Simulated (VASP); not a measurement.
K15Br16 (a cell with a defect): single point with LDA

The system is K15Br16 (a cell with a defect).

```
K Br
1.0
    -6.37125    6.37125   -6.37125
     6.37125   -6.37125   -6.37125
    -6.37125   -6.37125    6.37125
K Br
15 16
Direct
  0.24682 0.75000 0.00318
  0.75318 0.75000 0.49682
  0.50637 0.50318 0.00318
  0.50000 0.75000 0.75000
  0.24682 0.50318 0.25000
  0.00000 0.50318 0.49682
  0.75318 0.25637 0.00318
  0.75318 0.50318 0.75637
  0.50000 0.25000 0.25000
  0.24682 0.24363 0.49682
  0.00000 0.99682 0.00318
  0.00000 0.25000 0.75000
  0.75318 0.99682 0.25000
  0.49363 0.99682 0.49682
  0.24682 0.99682 0.74363
  0.75000 0.25000 0.50000
  0.50000 0.25000 0.75000
  0.25000 0.25000 0.00000
  0.00000 0.00751 0.50751
  0.00000 0.25000 0.25000
  0.75000 0.00000 0.75000
  0.50000 0.00000 0.00000
  0.25751 0.75000 0.50751
  0.25751 0.00751 0.25000
  0.00000 0.75000 0.75000
  0.74249 0.75000 0.99249
  0.50000 0.50000 0.50000
  0.50000 0.75000 0.25000
  0.25000 0.50000 0.75000
  0.00000 0.49249 0.99249
  0.74249 0.49249 0.25000
```

```json
{"Program": "VASP 6.6.1", "Task": "single point", "Functional": "LDA", "Potentials or basis": "VASP PAW LDA potentials, release 64 (K_sv, Br)", "Cutoff": "520 eV", "k mesh": "2 × 2 × 2, shifted", "Occupations": "gaussian, width 0.02 eV", "Spin": "no spin polarisation"}
```

The largest force is 0.006 eV/Å.

Forces in eV/Å, atoms in the order of the input:
```
K    0.000  0.002 -0.002
K    0.000 -0.002  0.002
K    0.002  0.000  0.002
K    0.000  0.000  0.000
K   -0.002  0.002  0.000
K   -0.002  0.000  0.002
K    0.000  0.002  0.002
K    0.002  0.002  0.000
K    0.000  0.000  0.000
K    0.000 -0.002 -0.002
K    0.002  0.000 -0.002
K    0.000  0.000  0.000
K    0.002 -0.002  0.000
K   -0.002  0.000 -0.002
K   -0.002 -0.002  0.000
Br   0.000  0.000  0.000
Br   0.000  0.000  0.000
Br   0.000  0.000  0.000
Br   0.000  0.006  0.000
Br   0.000  0.000  0.000
Br   0.000  0.000  0.000
Br   0.000  0.000  0.000
Br   0.006  0.000  0.000
Br   0.000  0.000  0.006
Br   0.000  0.000  0.000
Br  -0.006  0.000  0.000
Br   0.000  0.000  0.000
Br   0.000  0.000  0.000
Br   0.000  0.000  0.000
Br   0.000 -0.006  0.000
Br   0.000  0.000 -0.006
```

Levels at points of the mesh, in eV from the Fermi level:
```
           k point  band 122  band 123  band 124  band 125  band 126  band 127
(0.25, 0.25, 0.25)     -0.39     -0.16     -0.16      5.41      5.41      5.41
```

It took 3.3 min on 2 MPI ranks on Intel(R) Xeon(R) 6975P-C (Granite Rapids) (shared host), peak memory 0.83 GiB a rank.

Caveat: the cell carries a net charge on a neutralising background, which shifts energy and pressure; the cell is charged against a uniform background, so pressure and absolute levels hang on convention.
